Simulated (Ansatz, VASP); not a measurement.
# Two plane-wave programs on Na

```xyz
1
Lattice="-1.7939 1.7939 1.7939 1.7939 -1.7939 1.7939 1.7939 1.7939 -1.7939" Properties=species:S:1:pos:R:3 pbc="T T T"
Na    0.0000    0.0000    0.0000
```

Alike in both runs: task relaxation of cell and atoms; functional r2SCAN; k mesh 8 × 8 × 8; occupations gaussian, width 0.1 eV; no spin polarisation.

```csv
,VASP,Ansatz
version,VASP 6.6.1,Ansatz 0.2.0
potentials or method,"VASP PAW PBE potentials, release 64 (Na_pv), cutoff 600 eV","scalar-relativistic, plane waves, PAW"
valence electrons in the cell,7,9
```

|  | VASP | Ansatz | Ansatz less VASP |
| --- | --- | --- | --- |
| gap on the k mesh at the Fermi level, each at its own relaxed structure (eV) | none | none | - |
| relaxed volume (Å³/atom) | 38.04 | 37.38 | -0.656 |
| relaxed cell length with the largest relative difference (Å) | 3.670 | 3.648 | -0.0212 |

VASP's potentials were made for PBE, not for r2SCAN. A gap of «none» marks a metal or a gap that the smearing closes. VASP's potentials hold 7 valence electrons a cell and Ansatz's 9, so a difference there can come from the potentials and not from the codes.

Noted on VASP's run: the volume moved by over 15 % at a fixed basis, so the end points are rough.
